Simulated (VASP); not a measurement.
# Sn2H (P1) in VASP: single point with PBE

Aim: the single point of Sn2H with PBE.

Everything below comes from runs of VASP 6.6.1. Logs are shortened: lines on timing, memory, paths and dates and some standing lists are left out, and cuts for length are marked.

### Step 1. The cell of the first run

The typed cell holds 6 atoms: a = 3.511 Å, b = 5.455 Å, c = 6.320 Å, α = 90.21°, β = 89.63°, γ = 89.99°.

### Step 2. Single point, PBE

Contents of INCAR:

```
PREC = Accurate
ENCUT = 520
EDIFF = 1E-7
ISMEAR = 0
SIGMA = 0.2
LREAL = False
LASPH = True
NELM = 80
ALGO = Normal
ISIF = 2
LWAVE = False
LCHARG = False
GGA = PE
NBANDS = 38
```

Contents of KPOINTS:

```
regular mesh
0
Gamma
  6 4 4
```

Contents of POSCAR:

```
Sn2H
1.0
   -3.5108202132     -0.0118395068     -0.0007058960
   -0.0003708401      0.0131336631     -5.4547310804
   -0.0195120450     -6.3202255086      0.0081547609
Sn H
4 2
Direct
    0.5013653138      0.2490841751      0.8130838368
    0.9993084418      0.2513835665      0.2836621467
    0.9975320887      0.7482262041      0.6870301638
    0.4996676787      0.7497964199      0.2160435241
    0.4955018630      0.2507549599      0.4888409773
    1.0066246140      0.7507546745      0.0113393513
```

Potentials or basis: VASP PAW PBE potentials, release 64 (Sn_d, H).

The run is started by

```bash
$ cat potpaw_PBE.64/Sn_d/POTCAR potpaw_PBE.64/H/POTCAR > POTCAR
$ mpirun -np 1 vasp_std > vasp.out
```

OUTCAR:

```text
PREC = Accurate
   ENCUT = 520
   EDIFF = 1E-7
   ISMEAR = 0
   LREAL = False
   LASPH = True
   NELM = 80
   ISIF = 2
   GGA = PE

 ion  position               nearest neighbor table
   1  0.501  0.249  0.813-   5 2.05   3 3.33   3 3.33   3 3.35   3 3.35   2 3.45   2 3.46   4 3.73
                             4 3.74
   2  0.999  0.251  0.284-   5 2.18   5 2.19   4 3.27   4 3.27   4 3.28   4 3.28   1 3.45   1 3.46
                             3 3.71   3 3.75
   3  0.998  0.748  0.687-   6 2.05   1 3.33   1 3.33   1 3.35   1 3.35   4 3.45   4 3.46   2 3.71
                             2 3.75
   4  0.500  0.750  0.216-   6 2.17   6 2.19   2 3.27   2 3.27   2 3.28   2 3.28   3 3.45   3 3.46
                             1 3.73   1 3.74
   5  0.496  0.251  0.489-   1 2.05   2 2.18   2 2.19
   6  0.007  0.751  0.011-   3 2.05   4 2.17   4 2.19

  LATTYP: Found a triclinic cell.
 ALAT       =     7.2100655465
 B/A-ratio  =     0.4869359681
 C/A-ratio  =     0.7565460909
 COS(alpha) =     0.0002609261
 COS(beta)  =     0.0033684852
 COS(gamma) =     0.4812739099

  Lattice vectors:

 A1 = (   3.4913081682,  -6.3083860018,   0.0088606569)
 A2 = (   3.5108202132,   0.0118395068,   0.0007058960)
 A3 = (   0.0003708401,  -0.0131336631,   5.4547310804)

Analysis of symmetry for initial positions (statically):
=====================================================================
 Subroutine PRICEL returns:
 Original cell was already a primitive cell.

 Routine SETGRP: Setting up the symmetry group for a
 triclinic supercell.

 Subroutine GETGRP returns: Found  1 space group operations
 (whereof  1 operations were pure point group operations)
 out of a pool of  2 trial point group operations.

The static configuration has the point symmetry C_1 .

Analysis of symmetry for dynamics (positions and initial velocities):
=====================================================================
 Subroutine PRICEL returns:
 Original cell was already a primitive cell.

 Routine SETGRP: Setting up the symmetry group for a
 triclinic supercell.

 Subroutine GETGRP returns: Found  1 space group operations
 (whereof  1 operations were pure point group operations)
 out of a pool of  2 trial point group operations.

The dynamic configuration has the point symmetry C_1 .

 Subroutine INISYM returns: Found  1 space group operations
 (whereof  1 operations are pure point group operations),
 and found     1 'primitive' translations

----------------------------------------------------------------------------------------

                                     Primitive cell

  volume of cell :     121.0343

  direct lattice vectors                    reciprocal lattice vectors
    -3.510820213 -0.011839507 -0.000705896    -0.284836695  0.000879387  0.000021482
    -0.000370840  0.013133663 -5.454731080     0.000037658 -0.000236657 -0.183327667
    -0.019512045 -6.320225509  0.008154761     0.000533655 -0.158224342 -0.000381002

  length of vectors
     3.510840247  5.454746904  6.320260889     0.284838053  0.183327823  0.158225700

  position of ions in fractional coordinates (direct lattice)
     0.501365314  0.249084175  0.813083837
     0.999308442  0.251383567  0.283662147
     0.997532089  0.748226204  0.687030164
     0.499667679  0.749796420  0.216043524
     0.495501863  0.250754960  0.488840977
     0.006624614  0.750754675  0.011339351

  ion indices of the primitive-cell ions
   primitive index   ion index
                 1           1
                 2           2
                 3           3
                 4           4
                 5           5
                 6           6

----------------------------------------------------------------------------------------

 KPOINTS: regular mesh

Automatic generation of k-mesh.
 Grid dimensions read from file:
 generate k-points for:    6    4    4

 Generating k-lattice:

  Cartesian coordinates                     Fractional coordinates (reciprocal lattice)
    -0.047472783  0.000146564  0.000003580     0.166666667 -0.000000000 -0.000000000
     0.000009415 -0.000059164 -0.045831917     0.000000000  0.250000000 -0.000000000
     0.000133414 -0.039556085 -0.000095250    -0.000000000  0.000000000  0.250000000

  Length of vectors
     0.047473009  0.045831956  0.039556425

  Shift w.r.t. Gamma in fractional coordinates (k-lattice)
     0.000000000  0.000000000  0.000000000

 Subroutine IBZKPT returns following result:
 ===========================================

 Found     52 irreducible k-points:

 Following reciprocal coordinates:
            Coordinates               Weight
  0.000000  0.000000  0.000000      1.000000
  0.166667 -0.000000 -0.000000      2.000000
  0.333333  0.000000 -0.000000      2.000000
  0.500000 -0.000000 -0.000000      1.000000
  0.000000  0.250000  0.000000      2.000000
  0.166667  0.250000 -0.000000      2.000000
[... 16 lines left out ...]
  0.333333  0.250000  0.250000      2.000000
  0.500000  0.250000  0.250000      2.000000
 [... further k-points ...]
   k-points           NKPTS =     52   k-points in BZ     NKDIM =     52   number of bands    NBANDS=     38
   number of dos      NEDOS =    301   number of ions     NIONS =      6
   total plane-waves  NPLWV =  56448
   dimension x,y,z NGX =    28 NGY =   42 NGZ =   48
   dimension x,y,z NGXF=    56 NGYF=   84 NGZF=   96
   ions per type =               4   2
   NGX,Y,Z   is equivalent  to a cutoff of  13.26, 12.80, 12.63 a.u.
   NGXF,Y,Z  is equivalent  to a cutoff of  26.52, 25.60, 25.25 a.u.
 SYSTEM =  unknown system
   PREC   = accura    normal or accurate (medium, high low for compatibility)
   ISTART =      0    job   : 0-new  1-cont  2-samecut
   ICHARG =      2    charge: 1-file 2-atom 10-const
   ISPIN  =      1    spin polarized calculation?
   LNONCOLLINEAR =      F non collinear calculations
   LSORBIT =      F    spin-orbit coupling
   LASPH  =      T    aspherical Exc in radial PAW
   ENCUT  =  520.0 eV  38.22 Ry    6.18 a.u.   6.53 10.14 11.75*2*pi/ulx,y,z
   NELM   =     80;   NELMIN=  2; NELMDL= -5     # of ELM steps
   EDIFF  = 0.1E-06   stopping-criterion for ELM
   LREAL  =      F    real-space projection
   EDIFFG = 0.1E-05   stopping-criterion for IOM
   NSW    =      0    number of steps for IOM
   IBRION =     -1    ionic relax: 0-MD 1-quasi-New 2-CG
   NFREE  =      0    steps in history (QN), initial steepest desc. (CG)
   ISIF   =      2    stress and relaxation
   ISYM   =      2    0-nonsym 1-usesym 2-fastsym
   POTIM  = 0.5000    time-step for ionic-motion
   TEBEG  =    0.0;   TEEND  =   0.0 temperature during run
   PSTRESS=    0.0 pullay stress
   NELECT =      58.0000    total number of electrons
   NUPDOWN=      -1.0000    fix difference up-down
   EMIN   =  10.00;   EMAX   =-10.00  energy-range for DOS
   EFERMI =   0.00;   METHOD = LEGACY
   ISMEAR =     0;   SIGMA  =   0.20  broadening in eV -4-tet -1-fermi 0-gaus
   EFERMI_NEDOS =   21; number of points for ismear=-14 and -15
   IALGO  =     38    algorithm
   IMIX   =      4    mixing-type and parameters
     AMIX     =   0.40;   BMIX     =  1.00
     AMIX_MAG =   1.60;   BMIX_MAG =  1.00
  volume/ion in A,a.u.               =      20.17       136.13
  Fermi-wavevector in a.u.,A,eV,Ry     =   1.281095  2.420918 22.329936  1.641204
  Thomas-Fermi vector in A             =   2.413485
   LORBIT       =      0    0 simple, 1 ext, 2 COOP (PROOUT), +10 PAW based schemes
   GGA     = PE    functional components
   LHFCALC =     F    Hartree Fock is set to
   AEXX    =    0.0000 exact exchange contribution
   IVDW    =     0    specifies the selected vdW correction
   LEPSILON=     F    determine dielectric tensor
   LRPA    =     F    only Hartree local field effects (RPA)
 non-spin polarized calculation
 Gauss-broadening in eV      SIGMA  =   0.20
  energy-cutoff  :      520.00
  volume of cell :      121.03
 maximum number of plane-waves:      3294
 NGX is ok and might be reduce to    28
   NGX = 13   NGY = 21   NGZ = 23

 number of electron      57.9999997 magnetization

 Free energy of the ion-electron system (eV)
  ---------------------------------------------------
  ext. energy  EPLUGINS =         0.00000000
  ---------------------------------------------------
  free energy    TOTEN  =       -20.53524071 eV

  energy without entropy =      -20.49979309  energy(sigma->0) =      -20.51751690

 E-fermi :   7.1772     XC(G=0): -10.1055

 val. band max:        7.1545224305   @ k =  -0.1667   0.0000   0.2500
 cond. band min:       7.1819076295   @ k =   0.5000   0.2500  -0.0000
 fundamental gap:      0.0273851990
 Fermi energy:         7.1772003689

 k-point     1 :       0.0000    0.0000    0.0000
  band No.  band energies     occupation
      1     -14.4424      2.00000
      2     -14.4163      2.00000
      3     -14.4108      2.00000
      4     -14.3847      2.00000
      5     -14.3791      2.00000
      6     -14.3715      2.00000
[... 30 lines left out ...]
     37      14.0806      0.00000
     38      14.7599      0.00000

 k-point     2 :       0.1667   -0.0000   -0.0000
  band No.  band energies     occupation
      1     -14.4142      2.00000
      2     -14.4105      2.00000
      3     -14.4086      2.00000
      4     -14.3783      2.00000
      5     -14.3734      2.00000
      6     -14.3604      2.00000
[... 30 lines left out ...]
     37      12.6879      0.00000
     38      13.2331      0.00000

 k-point     3 :       0.3333    0.0000   -0.0000
  band No.  band energies     occupation
      1     -14.4070      2.00000
      2     -14.4038      2.00000
      3     -14.3790      2.00000
      4     -14.3735      2.00000
      5     -14.3588      2.00000
      6     -14.3438      2.00000
[... 30 lines left out ...]
     37      11.5589      0.00000
[... 781 lines left out ...]
 k-point    23 :       0.3333    0.2500    0.2500
  band No.  band energies     occupation
      1     -14.4291      2.00000
      2     -14.4072      2.00000
      3     -14.3984      2.00000
      4     -14.3796      2.00000
      5     -14.3659      2.00000
      6     -14.3638      2.00000
[... 30 lines left out ...]
     37      11.8647      0.00000
     38      13.3271      0.00000

 k-point    24 :       0.5000    0.2500    0.2500
  band No.  band energies     occupation
      1     -14.4283      2.00000
      2     -14.4267      2.00000
      3     -14.3971      2.00000
      4     -14.3960      2.00000
      5     -14.3722      2.00000
      6     -14.3717      2.00000
[... 30 lines left out ...]
     37      12.3296      0.00000
     38      12.4396      0.00000

 [... further k-points ...]
[... 5 lines left out ...]
  --------------------------------------------------------------------------------------
  -------------------------------------------------------------------------------------
  Total       -0.0821115     -0.1469100     -0.0060634     -0.0369578      0.0018615     -0.0033915
  in kB       -1.0869403     -1.9447034     -0.0802642     -0.4892246      0.0246413     -0.0448942
  external PRESSURE =      -1.0373026 kB  Pullay stress =       0.0000000 kB

 VOLUME and BASIS-vectors are now :
 -----------------------------------------------------------------------------
  energy-cutoff  :      520.00
  volume of cell :      121.03
      direct lattice vectors                 reciprocal lattice vectors
    -3.510820213 -0.011839507 -0.000705896    -0.284836695  0.000879387  0.000021482
    -0.000370840  0.013133663 -5.454731080     0.000037658 -0.000236657 -0.183327667
    -0.019512045 -6.320225509  0.008154761     0.000533655 -0.158224342 -0.000381002

 POSITION                                       TOTAL-FORCE (eV/Angst)
 -----------------------------------------------------------------------------------
     -1.77616     -5.14154     -1.35241        -0.004494      0.014589     -0.004260
     -3.51402     -1.80134     -1.36962         0.000273     -0.009891      0.019230
     -3.51584     -4.34417     -4.07647         0.000516     -0.011875     -0.007114
     -1.75874     -1.36151     -4.08853        -0.001162      0.003280     -0.018095
     -1.74925     -3.09216     -1.36416         0.002370     -0.009401      0.004361
     -0.02376     -0.06189     -4.09508         0.002497      0.013298      0.005878
 -----------------------------------------------------------------------------------
    total drift:                               -0.000257     -0.000020      0.000113

  FREE ENERGIE OF THE ION-ELECTRON SYSTEM (eV)
  ---------------------------------------------------
  free  energy   TOTEN  =       -20.5352407103 eV

  energy  without entropy=      -20.4997930912  energy(sigma->0) =      -20.51751690
```

Wall time 7.3 min (1 thread of Intel Xeon 8259CL, shared host); peak memory 0.34 GiB.

What came out:

```
Free energy            : -20.5352 eV
Pressure               : -0.1 GPa
Largest force          : 0.022 eV/Å
Band gap on the k mesh : zero (bands 29 and 30 overlap by 4.80 eV)
```

Forces in eV/Å, atoms in the order of the input:
```
Sn  -0.004  0.015 -0.004
Sn   0.000 -0.010  0.019
Sn   0.001 -0.012 -0.007
Sn  -0.001  0.003 -0.018
H    0.002 -0.009  0.004
H    0.002  0.013  0.006
```

Stress tensor (GPa, compression positive):
```
-0.11 -0.05  0.00
-0.05 -0.19  0.00
 0.00  0.00 -0.01
```

Caveat: spin-orbit coupling is left out, which moves the levels of the heavy elements.

The gap in the log of VASP goes by the Fermi energy; the results here count the filled bands.